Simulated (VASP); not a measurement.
# FePt (P4/mmm) in VASP: settings compared

The runs below take FePt through single point, with PBE, LDA, PBEsol, PBEsol-based screened hybrid with 25 % exact exchange.

Program: VASP 6.6.1. These are calculated values, not measurements. Logs are shortened: lines on timing, memory, paths and dates and some standing lists are left out, and cuts for length are marked.

## Step 1: The cell of the first run

It takes space group P4/mmm (No. 123, tetragonal). Conventional cell: a = 2.724 Å, b = 2.724 Å, c = 3.720 Å, α = 90.00°, β = 90.00°, γ = 90.00°. Pt (site symmetry 4/mmm) has 8 Fe at 2.68 Å and 4 Pt at 2.72 Å within 3.5 Å. Fe (site symmetry 4/mmm) has 8 Pt at 2.68 Å and 4 Fe at 2.72 Å within 3.5 Å.

## Step 2: Single point, PBE, collinear spin, ferromagnetic start

File INCAR:

```
  PREC = Accurate
  ENCUT = 600
  EDIFF = 1E-6
  ISMEAR = 0
  SIGMA = 0.025
  LREAL = F
  LASPH = T
  NELM = 200
  ALGO = Normal
  ISIF = 2
  LWAVE = F
  LCHARG = T
  ISPIN = 2
  MAGMOM = 0 3
  LORBIT = 11
  LMAXMIX = 4
  GGA = PE
  LELF = T
  LVHAR = T
  NBANDS = 20
  GGA_COMPAT = F
```

File KPOINTS:

```
regular mesh
0
Gamma
  10 10 7
```

File POSCAR:

```
FePt
1.0
    2.7235000000      0.0000000000      0.0000000000
    0.0000000000      2.7235000000      0.0000000000
    0.0000000000      0.0000000000      3.7200000000
Pt Fe
1 1
Direct
    0.5000000000      0.5000000000      0.5000000000
    0.0000000000      0.0000000000      0.0000000000
```

Potentials or basis: VASP PAW PBE potentials, release 64 (Pt, Fe).

Command:

```bash
$ cat potpaw_PBE.64/Pt/POTCAR potpaw_PBE.64/Fe/POTCAR > POTCAR
$ mpirun -np 1 vasp_std > vasp.out
```

OUTCAR:

```text
PREC = Accurate
   ENCUT = 600
   EDIFF = 1E-6
   ISMEAR = 0
   LREAL = F
   LASPH = T
   NELM = 200
   ISIF = 2
   ISPIN = 2
   LORBIT = 11
   GGA = PE

 ion  position               nearest neighbor table
   1  0.500  0.500  0.500-   2 2.68   2 2.68   2 2.68   2 2.68   2 2.68   2 2.68   2 2.68   2 2.68

   2  0.000  0.000  0.000-   1 2.68   1 2.68   1 2.68   1 2.68   1 2.68   1 2.68   1 2.68   1 2.68

  LATTYP: Found a simple tetragonal cell.
 ALAT       =     2.7235000000
 C/A-ratio  =     1.3658894804

  Lattice vectors:

 A1 = (   2.7235000000,   0.0000000000,   0.0000000000)
 A2 = (   0.0000000000,   2.7235000000,   0.0000000000)
 A3 = (   0.0000000000,   0.0000000000,   3.7200000000)

Analysis of symmetry for initial positions (statically):
=====================================================================
 Subroutine PRICEL returns:
 Original cell was already a primitive cell.

 Routine SETGRP: Setting up the symmetry group for a
 simple tetragonal supercell.

 Subroutine GETGRP returns: Found 16 space group operations
 (whereof 16 operations were pure point group operations)
 out of a pool of 16 trial point group operations.

The static configuration has the point symmetry D_4h.

Analysis of symmetry for dynamics (positions and initial velocities):
=====================================================================
 Subroutine PRICEL returns:
 Original cell was already a primitive cell.

 Routine SETGRP: Setting up the symmetry group for a
 simple tetragonal supercell.

 Subroutine GETGRP returns: Found 16 space group operations
 (whereof 16 operations were pure point group operations)
 out of a pool of 16 trial point group operations.

The dynamic configuration has the point symmetry D_4h.

Analysis of structural, dynamic, and magnetic symmetry:
=====================================================================
 Subroutine PRICEL returns:
 Original cell was already a primitive cell.

 Routine SETGRP: Setting up the symmetry group for a
 simple tetragonal supercell.

 Subroutine GETGRP returns: Found 16 space group operations
 (whereof 16 operations were pure point group operations)
 out of a pool of 16 trial point group operations.

The overall configuration has the point symmetry D_4h.

 Subroutine INISYM returns: Found 16 space group operations
 (whereof 16 operations are pure point group operations),
 and found     1 'primitive' translations

----------------------------------------------------------------------------------------

                                     Primitive cell

  volume of cell :      27.5929

  direct lattice vectors                    reciprocal lattice vectors
     2.723500000  0.000000000  0.000000000     0.367174592  0.000000000  0.000000000
     0.000000000  2.723500000  0.000000000     0.000000000  0.367174592  0.000000000
     0.000000000  0.000000000  3.720000000     0.000000000  0.000000000  0.268817204

  length of vectors
     2.723500000  2.723500000  3.720000000     0.367174592  0.367174592  0.268817204

  position of ions in fractional coordinates (direct lattice)
     0.500000000  0.500000000  0.500000000
     0.000000000  0.000000000  0.000000000

  ion indices of the primitive-cell ions
   primitive index   ion index
                 1           1
                 2           2

----------------------------------------------------------------------------------------

 KPOINTS: regular mesh

Automatic generation of k-mesh.
 Grid dimensions read from file:
 generate k-points for:   10   10    7

 Generating k-lattice:

  Cartesian coordinates                     Fractional coordinates (reciprocal lattice)
     0.036717459  0.000000000  0.000000000     0.100000000  0.000000000  0.000000000
     0.000000000  0.036717459  0.000000000     0.000000000  0.100000000  0.000000000
     0.000000000  0.000000000  0.038402458     0.000000000  0.000000000  0.142857143

  Length of vectors
     0.036717459  0.036717459  0.038402458

  Shift w.r.t. Gamma in fractional coordinates (k-lattice)
     0.000000000  0.000000000  0.000000000

 Subroutine IBZKPT returns following result:
 ===========================================

 Found     84 irreducible k-points:

 Following reciprocal coordinates:
            Coordinates               Weight
  0.000000  0.000000  0.000000      1.000000
  0.100000  0.000000  0.000000      4.000000
  0.200000  0.000000  0.000000      4.000000
  0.300000  0.000000  0.000000      4.000000
  0.400000  0.000000  0.000000      4.000000
  0.500000  0.000000  0.000000      2.000000
[... 16 lines left out ...]
  0.100000  0.000000  0.142857      8.000000
  0.200000  0.000000  0.142857      8.000000
 [... further k-points ...]
   k-points           NKPTS =     84   k-points in BZ     NKDIM =     84   number of bands    NBANDS=     20
   number of dos      NEDOS =    301   number of ions     NIONS =      2
   total plane-waves  NPLWV =  17280
   dimension x,y,z NGX =    24 NGY =   24 NGZ =   30
   dimension x,y,z NGXF=    48 NGYF=   48 NGZF=   60
   ions per type =               1   1
   NGX,Y,Z   is equivalent  to a cutoff of  14.65, 14.65, 13.41 a.u.
   NGXF,Y,Z  is equivalent  to a cutoff of  29.30, 29.30, 26.81 a.u.
 SYSTEM =  unknown system
   PREC   = accura    normal or accurate (medium, high low for compatibility)
   ISTART =      0    job   : 0-new  1-cont  2-samecut
   ICHARG =      2    charge: 1-file 2-atom 10-const
   ISPIN  =      2    spin polarized calculation?
   LNONCOLLINEAR =      F non collinear calculations
   LSORBIT =      F    spin-orbit coupling
   LASPH  =      T    aspherical Exc in radial PAW
   ENCUT  =  600.0 eV  44.10 Ry    6.64 a.u.   5.44  5.44  7.43*2*pi/ulx,y,z
   NELM   =    200;   NELMIN=  2; NELMDL= -5     # of ELM steps
   EDIFF  = 0.1E-05   stopping-criterion for ELM
   LREAL  =      F    real-space projection
[... 7 lines left out ...]
   TEBEG  =    0.0;   TEEND  =   0.0 temperature during run
   PSTRESS=    0.0 pullay stress
   NELECT =      18.0000    total number of electrons
   NUPDOWN=      -1.0000    fix difference up-down
   EMIN   =  10.00;   EMAX   =-10.00  energy-range for DOS
   EFERMI =   0.00;   METHOD = LEGACY
   ISMEAR =     0;   SIGMA  =   0.03  broadening in eV -4-tet -1-fermi 0-gaus
   EFERMI_NEDOS =   21; number of points for ismear=-14 and -15
   IALGO  =     38    algorithm
   IMIX   =      4    mixing-type and parameters
     AMIX     =   0.40;   BMIX     =  1.00
     AMIX_MAG =   1.60;   BMIX_MAG =  1.00
  volume/ion in A,a.u.               =      13.80        93.10
  Fermi-wavevector in a.u.,A,eV,Ry     =   1.419819  2.683070 27.427809  2.015887
  Thomas-Fermi vector in A             =   2.540800
   LORBIT       =     11    0 simple, 1 ext, 2 COOP (PROOUT), +10 PAW based schemes
   GGA     = PE    functional components
   LHFCALC =     F    Hartree Fock is set to
   AEXX    =    0.0000 exact exchange contribution
   IVDW    =     0    specifies the selected vdW correction
   LEPSILON=     F    determine dielectric tensor
   LRPA    =     F    only Hartree local field effects (RPA)
 spin polarized calculation
 Gauss-broadening in eV      SIGMA  =   0.03
  energy-cutoff  :      600.00
  volume of cell :       27.59
 maximum number of plane-waves:       936
 NGX is ok and might be reduce to    24
   NGX = 11   NGY = 11   NGZ = 15

 number of electron      18.0000002 magnetization       3.2624945

 Free energy of the ion-electron system (eV)
  ---------------------------------------------------
  ext. energy  EPLUGINS =         0.00000000
  ---------------------------------------------------
  free energy    TOTEN  =       -14.80039760 eV

  energy without entropy =      -14.79977611  energy(sigma->0) =      -14.80008686

 E-fermi :   8.7423     XC(G=0): -13.0583

 val. band max:        8.7388080355   @ k =   0.4000   0.4000   0.2857
 cond. band min:       8.7601194028   @ k =   0.5000   0.4000   0.2857
 fundamental gap:      0.0213113673
 Fermi energy:         8.7423211829

 spin component 1

 k-point     1 :       0.0000    0.0000    0.0000
  band No.  band energies     occupation
      1      -0.8869      1.00000
      2       2.3448      1.00000
      3       2.5266      1.00000
      4       5.2600      1.00000
      5       5.2600      1.00000
      6       5.7781      1.00000
[... 12 lines left out ...]
     19      30.2309      0.00000
     20      30.2309      0.00000

 k-point     2 :       0.1000    0.0000    0.0000
  band No.  band energies     occupation
      1      -0.6279      1.00000
      2       2.4832      1.00000
      3       2.7022      1.00000
      4       5.1551      1.00000
      5       5.3340      1.00000
      6       5.8441      1.00000
[... 12 lines left out ...]
     19      29.9021      0.00000
     20      30.7162      0.00000

 k-point     3 :       0.2000    0.0000    0.0000
  band No.  band energies     occupation
      1       0.0931      1.00000
      2       2.7959      1.00000
      3       3.2571      1.00000
      4       4.8600      1.00000
      5       5.5481      1.00000
      6       5.9322      1.00000
[... 12 lines left out ...]
     19      30.1252      0.00000
     20      32.0534      0.00000

 k-point     4 :       0.3000    0.0000    0.0000
  band No.  band energies     occupation
      1       1.1070      1.00000
      2       3.2377      1.00000
      3       3.9716      1.00000
      4       4.4425      1.00000
      5       5.7861      1.00000
      6       5.8016      1.00000
[... 429 lines left out ...]
 k-point    23 :       0.1000    0.0000    0.1429
  band No.  band energies     occupation
      1      -0.3820      1.00000
      2       2.5884      1.00000
      3       2.7799      1.00000
      4       5.2080      1.00000
      5       5.4074      1.00000
      6       5.7810      1.00000
[... 12 lines left out ...]
     19      29.9162      0.00000
     20      30.4034      0.00000

 k-point    24 :       0.2000    0.0000    0.1429
  band No.  band energies     occupation
      1       0.3118      1.00000
      2       2.8690      1.00000
      3       3.3587      1.00000
      4       4.8788      1.00000
      5       5.5153      1.00000
      6       5.8990      1.00000
[... 12 lines left out ...]
     19      31.7052      0.00000
     20      31.9351      0.00000

 [... further k-points ...]

 spin component 2

 k-point     1 :       0.0000    0.0000    0.0000
  band No.  band energies     occupation
      1      -0.7553      1.00000
      2       2.9183      1.00000
      3       2.9236      1.00000
      4       6.3290      1.00000
      5       6.3290      1.00000
      6       7.9094      1.00000
[... 12 lines left out ...]
     19      30.3328      0.00000
     20      30.3328      0.00000

 k-point     2 :       0.1000    0.0000    0.0000
  band No.  band energies     occupation
      1      -0.4950      1.00000
      2       3.0141      1.00000
      3       3.1499      1.00000
      4       6.0815      1.00000
      5       6.4011      1.00000
      6       7.7515      1.00000
[... 12 lines left out ...]
     19      30.3201      0.00000
     20      30.8174      0.00000

 k-point     3 :       0.2000    0.0000    0.0000
  band No.  band energies     occupation
      1       0.2289      1.00000
      2       3.2783      1.00000
      3       3.7852      1.00000
      4       5.4677      1.00000
      5       6.6047      1.00000
      6       7.2987      1.00000
[... 12 lines left out ...]
     19      30.4216      0.00000
     20      32.1570      0.00000

 k-point     4 :       0.3000    0.0000    0.0000
  band No.  band energies     occupation
      1       1.2445      1.00000
      2       3.6686      1.00000
      3       4.6186      1.00000
      4       4.7895      1.00000
      5       6.7769      1.00000
      6       6.8977      1.00000
[... 429 lines left out ...]
 k-point    23 :       0.1000    0.0000    0.1429
  band No.  band energies     occupation
      1      -0.2509      1.00000
      2       3.0797      1.00000
      3       3.2286      1.00000
      4       6.1007      1.00000
      5       6.4490      1.00000
      6       7.7752      1.00000
[... 12 lines left out ...]
     19      30.4089      0.00000
     20      30.5953      0.00000

 k-point    24 :       0.2000    0.0000    0.1429
  band No.  band energies     occupation
      1       0.4524      1.00000
      2       3.3238      1.00000
      3       3.8788      1.00000
      4       5.4232      1.00000
      5       6.5772      1.00000
      6       7.3186      1.00000
[... 12 lines left out ...]
     19      31.9162      0.00000
     20      32.2211      0.00000

 [... further k-points ...]

------------------------ aborting loop because EDIFF is reached ----------------------------------------

  FORCE on cell =-STRESS in cart. coord.  units (eV):
  Direction    XX          YY          ZZ          XY          YZ          ZX
  --------------------------------------------------------------------------------------
  -------------------------------------------------------------------------------------
  Total        0.4683486      0.4683486      0.5596541      0.0000000     -0.0000000      0.0000000
  in kB       27.1945637     27.1945637     32.4961967      0.0000000     -0.0000000      0.0000000
  external PRESSURE =      28.9617747 kB  Pullay stress =       0.0000000 kB

 VOLUME and BASIS-vectors are now :
 -----------------------------------------------------------------------------
  energy-cutoff  :      600.00
  volume of cell :       27.59
      direct lattice vectors                 reciprocal lattice vectors
     2.723500000  0.000000000  0.000000000     0.367174592  0.000000000  0.000000000
     0.000000000  2.723500000  0.000000000     0.000000000  0.367174592  0.000000000
     0.000000000  0.000000000  3.720000000     0.000000000  0.000000000  0.268817204

 POSITION                                       TOTAL-FORCE (eV/Angst)
 -----------------------------------------------------------------------------------
      1.36175      1.36175      1.86000         0.000000      0.000000      0.000000
      0.00000      0.00000      0.00000         0.000000      0.000000      0.000000
 -----------------------------------------------------------------------------------
    total drift:                                0.000000      0.000000     -0.000000

  FREE ENERGIE OF THE ION-ELECTRON SYSTEM (eV)
  ---------------------------------------------------
  free  energy   TOTEN  =       -14.8003976019 eV

  energy  without entropy=      -14.7997761116  energy(sigma->0) =      -14.80008686

 total charge

# of ion       s       p       d       tot
------------------------------------------
    1        0.714   0.667   8.055   9.436
    2        0.409   0.453   6.125   6.987
--------------------------------------------------
tot          1.123   1.119  14.180  16.423

 magnetization (x)

# of ion       s       p       d       tot
------------------------------------------
    1       -0.026  -0.068   0.423   0.328
    2        0.004  -0.008   2.916   2.912
--------------------------------------------------
tot         -0.022  -0.076   3.338   3.240
```

It took 36 s on 1 thread of Intel Xeon 6975P-C (Granite Rapids), shared host; peak memory 0.23 GiB.

Results:

- Free energy: -14.8004 eV
- Pressure: 2.9 GPa
- Net moment: 3.26 μB per cell
- Site moments: Pt +0.33; Fe +2.91 μB
- Valence electrons inside the program's atomic spheres: Pt 9.44; Fe 6.99

Caveat: spin-orbit coupling is left out, which moves the levels of the heavy elements.

(Part 1 of 3 ends here.)
